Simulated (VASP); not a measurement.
# Mg (P6_3/mmc) in VASP: further runs

Runs on Mg. Level: r2SCAN. Tasks: single point, relaxation of cell and atoms.

Program: VASP 6.6.1. These are calculated values, not measurements. Logs are shortened: lines on timing, memory, paths and dates and some standing lists are left out, and cuts for length are marked.

### Step 1. The cell of the first run

The structure is hexagonal, space group P6_3/mmc (No. 194). Conventional cell: a = 3.209 Å, b = 3.209 Å, c = 5.210 Å, α = 90.00°, β = 90.00°, γ = 120.00°. Within 4.2 Å of Mg (site symmetry -6m2) lie 12 Mg at 3.20 to 3.21 Å.

### Step 2. Single point, r2SCAN

The input, POSCAR:

```
Mg
1.0
    3.2092715325      0.0000000000      0.0000000000
   -1.6046357662      2.7793106748      0.0000000000
    0.0000000000      0.0000000000      5.2103300000
Mg
2
Direct
    0.3333333333      0.6666666667      0.2500000000
    0.6666666667      0.3333333333      0.7500000000
```

The input, INCAR.step1:

```
SYSTEM = Mg
ALGO     = Normal         ! electronic algorithm
EDIFF    = 1E-4           ! SCF threshold, eV
ENCUT    = 520            ! plane-wave cutoff, eV
GGA      = PE             ! functional
ISMEAR   = 0              ! smearing method
LASPH    = .True.         ! aspherical terms in the spheres
LCHARG   = .False.        ! write CHGCAR
LREAL    = .False.        ! projectors in reciprocal space
LWAVE    = .True.         ! write WAVECAR
NBANDS   = 9              ! bands
NELM     = 80             ! most SCF steps
PREC     = Accurate       ! precision mode
SIGMA    = 0.1            ! smearing width, eV
```

The input, INCAR.step2:

```
SYSTEM = Mg
ALGO     = Normal         ! electronic algorithm
EDIFF    = 1E-6           ! SCF threshold, eV
ENCUT    = 520            ! plane-wave cutoff, eV
ISIF     = 2              ! what is computed and relaxed
ISMEAR   = 0              ! smearing method
ISTART   = 1            
LASPH    = .True.         ! aspherical terms in the spheres
LCHARG   = .False.        ! write CHGCAR
LMIXTAU  = .True.       
LREAL    = .False.        ! projectors in reciprocal space
LWAVE    = .False.        ! write WAVECAR
METAGGA  = R2SCAN         ! meta-GGA
NBANDS   = 9              ! bands
NELM     = 80             ! most SCF steps
PREC     = Accurate       ! precision mode
SIGMA    = 0.1            ! smearing width, eV
```

The input, KPOINTS:

```
k-points
0
Gamma
  6 6 4
  0 0 0
```

Potentials or basis: VASP PAW PBE potentials, release 64 (Mg).

Command:

```sh
$ cat potpaw_PBE.64/Mg/POTCAR > POTCAR
$ cp INCAR.step1 INCAR
$ mpirun -np 1 vasp_std > vasp.out
$ cp INCAR.step2 INCAR
$ mpirun -np 1 vasp_std > vasp.out
```

OUTCAR:

```text
SYSTEM = Mg
   EDIFF = 1E-6
   ENCUT = 520
   ISIF = 2
   ISMEAR = 0
   ISTART = 1
   LASPH = .True.
   LREAL = .False.
   METAGGA = R2SCAN
   NELM = 80
   PREC = Accurate

 ion  position               nearest neighbor table
   1  0.333  0.667  0.250-   2 3.20   2 3.20   2 3.20   2 3.20   2 3.20   2 3.20
   2  0.667  0.333  0.750-   1 3.20   1 3.20   1 3.20   1 3.20   1 3.20   1 3.20

  LATTYP: Found a hexagonal cell.
 ALAT       =     3.2092715325
 C/A-ratio  =     1.6235242008

  Lattice vectors:

 A1 = (   3.2092715325,   0.0000000000,   0.0000000000)
 A2 = (  -1.6046357662,   2.7793106748,   0.0000000000)
 A3 = (   0.0000000000,   0.0000000000,   5.2103300000)

Analysis of symmetry for initial positions (statically):
=====================================================================
 Subroutine PRICEL returns:
 Original cell was already a primitive cell.

 Routine SETGRP: Setting up the symmetry group for a
 hexagonal supercell.

 Subroutine GETGRP returns: Found 24 space group operations
 (whereof 12 operations were pure point group operations)
 out of a pool of 24 trial point group operations.

The static configuration has the point symmetry D_3d.
 The point group associated with its full space group is D_6h.

Analysis of symmetry for dynamics (positions and initial velocities):
=====================================================================
 Subroutine PRICEL returns:
 Original cell was already a primitive cell.

 Routine SETGRP: Setting up the symmetry group for a
 hexagonal supercell.

 Subroutine GETGRP returns: Found 24 space group operations
 (whereof 12 operations were pure point group operations)
 out of a pool of 24 trial point group operations.

The dynamic configuration has the point symmetry D_3d.
 The point group associated with its full space group is D_6h.

 Subroutine INISYM returns: Found 24 space group operations
 (whereof 12 operations are pure point group operations),
 and found     1 'primitive' translations

----------------------------------------------------------------------------------------

                                     Primitive cell

  volume of cell :      46.4739

  direct lattice vectors                    reciprocal lattice vectors
     3.209271532  0.000000000  0.000000000     0.311597193  0.179900723  0.000000000
    -1.604635766  2.779310675  0.000000000     0.000000000  0.359801446  0.000000000
     0.000000000  0.000000000  5.210330000     0.000000000  0.000000000  0.191926423

  length of vectors
     3.209271532  3.209271532  5.210330000     0.359801446  0.359801446  0.191926423

  position of ions in fractional coordinates (direct lattice)
     0.333333333  0.666666667  0.250000000
     0.666666667  0.333333333  0.750000000

  ion indices of the primitive-cell ions
   primitive index   ion index
                 1           1
                 2           2

----------------------------------------------------------------------------------------

 KPOINTS: k-points

Automatic generation of k-mesh.
 Grid dimensions read from file:
 generate k-points for:    6    6    4

 Generating k-lattice:

  Cartesian coordinates                     Fractional coordinates (reciprocal lattice)
     0.051932865  0.029983454  0.000000000     0.166666667  0.000000000  0.000000000
     0.000000000  0.059966908  0.000000000     0.000000000  0.166666667  0.000000000
     0.000000000  0.000000000  0.047981606     0.000000000  0.000000000  0.250000000

  Length of vectors
     0.059966908  0.059966908  0.047981606

  Shift w.r.t. Gamma in fractional coordinates (k-lattice)
     0.000000000  0.000000000  0.000000000

 Subroutine IBZKPT returns following result:
 ===========================================

 Found     21 irreducible k-points:

 Following reciprocal coordinates:
            Coordinates               Weight
  0.000000  0.000000  0.000000      1.000000
  0.166667  0.000000  0.000000      6.000000
  0.333333  0.000000  0.000000      6.000000
  0.500000  0.000000  0.000000      3.000000
  0.166667  0.166667  0.000000      6.000000
  0.333333  0.166667  0.000000     12.000000
[... 13 lines left out ...]
  0.333333  0.166667  0.500000     12.000000
  0.333333  0.333333  0.500000      2.000000
   k-points           NKPTS =     21   k-points in BZ     NKDIM =     21   number of bands    NBANDS=      9
   number of dos      NEDOS =    301   number of ions     NIONS =      2
   total plane-waves  NPLWV =  23040
   dimension x,y,z NGX =    24 NGY =   24 NGZ =   40
   dimension x,y,z NGXF=    48 NGYF=   48 NGZF=   80
   ions per type =               2
   NGX,Y,Z   is equivalent  to a cutoff of  12.43, 12.43, 12.76 a.u.
   NGXF,Y,Z  is equivalent  to a cutoff of  24.86, 24.86, 25.53 a.u.
 SYSTEM =  Mg
   PREC   = accura    normal or accurate (medium, high low for compatibility)
   ISTART =      1    job   : 0-new  1-cont  2-samecut
   ICHARG =      0    charge: 1-file 2-atom 10-const
   ISPIN  =      1    spin polarized calculation?
   LNONCOLLINEAR =      F non collinear calculations
   LSORBIT =      F    spin-orbit coupling
   LASPH  =      T    aspherical Exc in radial PAW
   ENCUT  =  520.0 eV  38.22 Ry    6.18 a.u.   5.97  5.97  9.69*2*pi/ulx,y,z
   NELM   =     80;   NELMIN=  2; NELMDL=  0     # of ELM steps
   EDIFF  = 0.1E-05   stopping-criterion for ELM
   LREAL  =      F    real-space projection
   EDIFFG = 0.1E-04   stopping-criterion for IOM
   NSW    =      0    number of steps for IOM
   IBRION =     -1    ionic relax: 0-MD 1-quasi-New 2-CG
   NFREE  =      0    steps in history (QN), initial steepest desc. (CG)
   ISIF   =      2    stress and relaxation
   ISYM   =      2    0-nonsym 1-usesym 2-fastsym
   POTIM  = 0.5000    time-step for ionic-motion
   TEBEG  =    0.0;   TEEND  =   0.0 temperature during run
   PSTRESS=    0.0 pullay stress
   NELECT =       4.0000    total number of electrons
   NUPDOWN=      -1.0000    fix difference up-down
   EMIN   =  10.00;   EMAX   =-10.00  energy-range for DOS
   EFERMI =   0.00;   METHOD = LEGACY
   ISMEAR =     0;   SIGMA  =   0.10  broadening in eV -4-tet -1-fermi 0-gaus
   EFERMI_NEDOS =   21; number of points for ismear=-14 and -15
   IALGO  =     38    algorithm
   IMIX   =      4    mixing-type and parameters
     AMIX     =   0.40;   BMIX     =  1.00
     AMIX_MAG =   1.60;   BMIX_MAG =  1.00
  volume/ion in A,a.u.               =      23.24       156.81
  Fermi-wavevector in a.u.,A,eV,Ry     =   0.722812  1.365916  7.108458  0.522457
  Thomas-Fermi vector in A             =   1.812869
   LORBIT       =      0    0 simple, 1 ext, 2 COOP (PROOUT), +10 PAW based schemes
   METAGGA = R2SCAN    functional components
   LHFCALC =     F    Hartree Fock is set to
   AEXX    =    0.0000 exact exchange contribution
   IVDW    =     0    specifies the selected vdW correction
   LEPSILON=     F    determine dielectric tensor
   LRPA    =     F    only Hartree local field effects (RPA)
 non-spin polarized calculation
 Gauss-broadening in eV      SIGMA  =   0.10
  energy-cutoff  :      520.00
  volume of cell :       46.47
 maximum number of plane-waves:      1272
 NGX is ok and might be reduce to    24
   NGX = 11   NGY = 11   NGZ = 19

 number of electron       4.0000000 magnetization

 Free energy of the ion-electron system (eV)
  ---------------------------------------------------
  ext. energy  EPLUGINS =         0.00000000
  ---------------------------------------------------
  free energy    TOTEN  =        -8.22448426 eV

  energy without entropy =       -8.21822862  energy(sigma->0) =       -8.22135644

 E-fermi :   2.3983     XC(G=0):  -9.0001

 val. band max:        2.3057453946   @ k =   0.1667   0.1667   0.0000
 cond. band min:       2.4280505659   @ k =   0.3333   0.1667   0.0000
 fundamental gap:      0.1223051713
 Fermi energy:         2.3982661922

 k-point     1 :       0.0000    0.0000    0.0000
  band No.  band energies     occupation
      1      -4.7517      2.00000
      2       0.6984      2.00000
      3       1.3879      2.00000
      4      14.2154      0.00000
      5      14.2155      0.00000
      6      14.3477      0.00000
      7      14.3478      0.00000
      8      15.1158      0.00000
      9      16.9347      0.00000

 k-point     2 :       0.1667    0.0000    0.0000
  band No.  band energies     occupation
      1      -4.1749      2.00000
      2       1.2337      2.00000
      3       1.9324      2.00000
      4       9.1270      0.00000
      5      11.8560      0.00000
      6      12.4783      0.00000
      7      14.1059      0.00000
      8      15.2082      0.00000
      9      16.6883      0.00000

 k-point     3 :       0.3333    0.0000    0.0000
  band No.  band energies     occupation
      1      -2.4645      2.00000
      2       2.8422      0.00000
      3       3.1963      0.00000
      4       4.7100      0.00000
      5       9.3151      0.00000
      6       9.5140      0.00000
      7      10.3971      0.00000
      8      12.4553      0.00000
      9      15.0450      0.00000

 k-point     4 :       0.5000    0.0000    0.0000
  band No.  band energies     occupation
      1       0.2369      2.00000
      2       0.3919      2.00000
      3       5.3823      0.00000
      4       5.6942      0.00000
      5       6.1231      0.00000
      6       6.5770      0.00000
      7       9.9118      0.00000
      8      11.6010      0.00000
      9      14.4885      0.00000

 k-point     5 :       0.1667    0.1667    0.0000
  band No.  band energies     occupation
      1      -3.0312      2.00000
      2       2.3057      1.80928
      3       2.9477      0.00000
      4       6.7525      0.00000
      5       7.3465      0.00000
      6      11.6837      0.00000
      7      12.3828      0.00000
      8      12.5117      0.00000
      9      13.4346      0.00000

 k-point     6 :       0.3333    0.1667    0.0000
  band No.  band energies     occupation
      1      -0.7855      2.00000
      2       2.4281      0.67360
      3       4.4512      0.00000
      4       4.9406      0.00000
      5       6.2686      0.00000
      6       7.6956      0.00000
      7       9.1536      0.00000
      8      10.9813      0.00000
      9      12.2216      0.00000
[... 133 lines left out ...]
 k-point    18 :       0.5000    0.0000    0.5000
  band No.  band energies     occupation
      1       1.3479      2.00000
      2       1.3479      2.00000
      3       2.1933      1.99625
      4       2.1933      1.99625
      5      11.0734      0.00000
      6      11.0734      0.00000
      7      11.1596      0.00000
      8      11.1596      0.00000
      9      12.8486      0.00000

 k-point    19 :       0.1667    0.1667    0.5000
  band No.  band energies     occupation
      1      -1.5868      2.00000
      2      -1.5868      2.00000
      3       7.7904      0.00000
      4       7.7904      0.00000
      5       8.2987      0.00000
      6       8.2987      0.00000
      7      10.4263      0.00000
      8      10.4263      0.00000
      9      17.6168      0.00000

 k-point    20 :       0.3333    0.1667    0.5000
  band No.  band energies     occupation
      1       0.6070      2.00000
      2       0.6070      2.00000
      3       3.9627      0.00000
      4       3.9627      0.00000
      5       7.2998      0.00000
      6       7.2998      0.00000
      7      12.0174      0.00000
      8      12.0174      0.00000
      9      14.8980      0.00000

 k-point    21 :       0.3333    0.3333    0.5000
  band No.  band energies     occupation
      1       2.7555      0.00000
      2       2.7555      0.00000
      3       3.1988      0.00000
      4       3.1988      0.00000
      5       4.4131      0.00000
      6       4.4131      0.00000
      7      14.2326      0.00000
      8      14.2326      0.00000
      9      14.3712      0.00000

------------------------ aborting loop because EDIFF is reached ----------------------------------------

  FORCE on cell =-STRESS in cart. coord.  units (eV):
  Direction    XX          YY          ZZ          XY          YZ          ZX
  --------------------------------------------------------------------------------------
  -------------------------------------------------------------------------------------
  Total       -0.4316298     -0.4316298     -0.2106772     -0.0000000      0.0000000      0.0000000
  in kB      -14.8803533    -14.8803533     -7.2630545     -0.0000000      0.0000000      0.0000000
  external PRESSURE =     -12.3412537 kB  Pullay stress =       0.0000000 kB

 VOLUME and BASIS-vectors are now :
 -----------------------------------------------------------------------------
  energy-cutoff  :      520.00
  volume of cell :       46.47
      direct lattice vectors                 reciprocal lattice vectors
     3.209271532  0.000000000  0.000000000     0.311597193  0.179900723  0.000000000
    -1.604635766  2.779310675  0.000000000     0.000000000  0.359801446  0.000000000
     0.000000000  0.000000000  5.210330000     0.000000000  0.000000000  0.191926423

 POSITION                                       TOTAL-FORCE (eV/Angst)
 -----------------------------------------------------------------------------------
     -0.00000      1.85287      1.30258         0.000000      0.000000      0.000000
      1.60464      0.92644      3.90775        -0.000000      0.000000      0.000000
 -----------------------------------------------------------------------------------
    total drift:                                0.000000     -0.000000      0.000000

  FREE ENERGIE OF THE ION-ELECTRON SYSTEM (eV)
  ---------------------------------------------------
  free  energy   TOTEN  =        -8.2244842597 eV

  energy  without entropy=       -8.2182286193  energy(sigma->0) =       -8.22135644
```

It took 47 s on 1 thread of Oxide Virtual Turin-like, shared host; peak memory 0.13 GiB.

Results:

* Free energy: -8.2245 eV
* Pressure: -1.2 GPa
* Band gap on the k mesh: zero (band 2 reaches 2.84 eV, above the bottom of band 3 at 1.39 eV)

Levels at points of the mesh, in eV from the Fermi level:
```csv
k point,band 1,band 2,band 3,band 4,band 5,band 6
"(0.00, 0.00, 0.00)",-7.15,-1.70,-1.01,11.82,11.82,11.95
"(0.50, 0.00, 0.00)",-2.16,-2.01,2.98,3.30,3.72,4.18
"(0.00, 0.00, 0.50)",-5.68,-5.68,5.54,5.54,12.57,12.57
"(0.50, 0.00, 0.50)",-1.05,-1.05,-0.20,-0.20,8.68,8.68
```

Caveat: the k points lie up to 0.38 Å⁻¹ apart; the PAW data sets were made with another functional, which shifts forces and pressure a little.

### Step 3. Single point, r2SCAN

This run uses another cell than the first one, of 22.54 Å³/atom, 0.970 times its volume.

The input, POSCAR:

```
Mg
1.0
    3.1895696214      0.0000000000      0.0000000000
   -1.5947848107      2.7622483193      0.0000000000
    0.0000000000      0.0000000000      5.1169741457
Mg
2
Direct
    0.3333333333      0.6666666667      0.2500000000
    0.6666666667      0.3333333333      0.7500000000
```

The input, INCAR.step1:

```
PREC = Accurate
ENCUT = 520
ISMEAR = 0
SIGMA = 0.1
LREAL = False
LASPH = True
NELM = 80
NBANDS = 9
GGA = PE
ALGO = Normal
EDIFF = 1E-4
LWAVE = True
LCHARG = False
```

The input, INCAR.step2:

```
PREC = Accurate
ENCUT = 520
EDIFF = 1E-6
ISMEAR = 0
SIGMA = 0.1
LREAL = False
LASPH = True
NELM = 80
ALGO = Normal
ISIF = 2
LWAVE = False
LCHARG = False
METAGGA = R2SCAN
LMIXTAU = True
NBANDS = 9
ISTART = 1
```

The input, KPOINTS:

```
Automatic mesh
0
Gamma
  18 18 8
```

Potentials or basis: VASP PAW PBE potentials, release 64 (Mg).

Command:

```sh
$ cat potpaw_PBE.64/Mg/POTCAR > POTCAR
$ cp INCAR.step1 INCAR
$ mpirun -np 1 vasp_std > vasp.out
$ cp INCAR.step2 INCAR
$ mpirun -np 1 vasp_std > vasp.out
```

Wall time 4.1 min (1 thread of Oxide Virtual Turin-like, shared host); peak memory 0.18 GiB.

It converged, with:

- Free energy: -8.3007 eV
- Pressure: -0.2 GPa
- Band gap on the k mesh: zero (band 2 reaches 3.76 eV, above the bottom of band 3 at 1.66 eV)

Levels at points of the mesh, in eV from the Fermi level:
```tsv
k point	band 1	band 2	band 3	band 4	band 5
(0.00, 0.00, 0.00)	-7.48	-1.87	-1.09	11.67	11.67
(0.50, 0.00, 0.00)	-2.44	-2.27	2.86	3.14	3.71
(0.00, 0.00, 0.50)	-5.96	-5.96	5.63	5.63	12.44
(0.50, 0.00, 0.50)	-1.29	-1.29	-0.41	-0.41	8.59
```

Caveat: the PAW data sets were made with another functional, which shifts forces and pressure a little.

[end of part 1 of 2]
